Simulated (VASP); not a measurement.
Runs of VASP 6.6.1 on Te. The structure is that of space group Fm-3m (No. 225), or close to it. The cells are those of the table. This isn't the form of Te at room conditions, which is trigonal, of chains.

```csv
task,cell,k mesh,cutoff (eV),gap on the mesh (eV),pressure (GPa)
single point,"a = 3.487 Å, angles 60.0°, 1 atom",13 × 13 × 13,520,none,-1.9
single point,"a = 3.348 Å, angles 60.0°, 1 atom",13 × 13 × 13,520,none,(b)
relaxation of cell and atoms,"relaxed from a = 3.442 Å, angles 60.0°, 1 atom",11 × 11 × 11,600,none,0.0
single point,"a = 3.575 Å, angles 60.0°, 1 atom",13 × 13 × 13,520,none,-4.3
single point,"a = 3.532 Å, angles 60.0°, 1 atom",13 × 13 × 13,520,none,(a)
single point,"a = 3.442 Å, angles 60.0°, 1 atom",11 × 11 × 11,520,none,-0.1
single point,"a = 3.298 Å, angles 60.0°, 1 atom",13 × 13 × 13,520,none,8.3
single point,"a = 3.442 Å, angles 60.0°, 1 atom",18 × 18 × 18,520,none,-0.1
single point,"a = 3.442 Å, angles 60.0°, 1 atom",13 × 13 × 13,520,none,-0.1
single point,"a = 3.396 Å, angles 60.0°, 1 atom",13 × 13 × 13,520,none,2.1
```

Alike in all rows: level revPBE; potentials or basis VASP PAW PBE potentials, release 64 (Te); no spin polarisation; smearing fermi-dirac 0.1 eV.

Q: Fill in the values left out.

A: (a) -3.2; (b) 4.8.

Caveats: the PAW data sets were made with another functional, which shifts forces and pressure a little; spin-orbit coupling is left out, which moves the levels of the heavy elements; the cell stands under pressure (at least some runs); the cell stands under tension (at least some runs).

A k mesh can miss the band edges, and the runs leave out spin-orbit coupling on Te.

A gap of «none» marks levels without a gap at the run's occupations.
